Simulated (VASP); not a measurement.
Here is a VASP 6.6.1 calculation.

Contents of POSCAR:

```
GaSb3
1.0
    0.0000000000      3.7305950000      3.7305950000
    3.7305950000      0.0000000000      3.7305950000
    3.7305950000      3.7305950000      0.0000000000
Sb Ga
3 1
Direct
    0.5000000000      0.5000000000      0.5000000000
    0.7500000000      0.7500000000      0.7500000000
    0.2500000000      0.2500000000      0.2500000000
    0.0000000000      0.0000000000      0.0000000000
```

INCAR.step1

```
ALGO = Normal ; EDIFF = 1E-5
ENCUT = 520 ; GGA = PE
ISIF = 2 ; ISMEAR = 0
LASPH = T ; LCHARG = F
LREAL = F ; LWAVE = T
NBANDS = 22 ; NELM = 60
PREC = Accurate ; SIGMA = 0.1
```

INCAR.step2

```
ALGO = Normal ; EDIFF = 1E-6
ENCUT = 520 ; GGA = PE
HFSCREEN = 0.2079 ; ISIF = 2
ISMEAR = 0 ; ISTART = 1
LASPH = T ; LCHARG = F
LHFCALC = T ; LREAL = F
LWAVE = F ; NBANDS = 22
NELM = 60 ; PREC = Accurate
PRECFOCK = Normal ; SIGMA = 0.1
```

File KPOINTS:

```
k-points
0
Gamma
  3 3 3
```

Potentials or basis: VASP PAW PBE potentials, release 64 (Sb, Ga_d).

Run with:

```bash
$ cat potpaw_PBE.64/Sb/POTCAR potpaw_PBE.64/Ga_d/POTCAR > POTCAR
$ cp INCAR.step1 INCAR
$ mpirun -np 1 vasp_std > vasp.out
$ cp INCAR.step2 INCAR
$ mpirun -np 1 vasp_std > vasp.out
```

Question: What does it give for the pressure?

Answer: -0.8 GPa.

Question: Predict the band gap on the k mesh.

Answer: Zero (bands 14 and 15 overlap by 2.57 eV).

Caveat: the k points lie up to 0.49 Å⁻¹ apart, too coarse for converged energies and pressures of a metal; the PAW data sets were made with another functional, which shifts forces and pressure a little; spin-orbit coupling is left out, which moves the levels of the heavy elements.
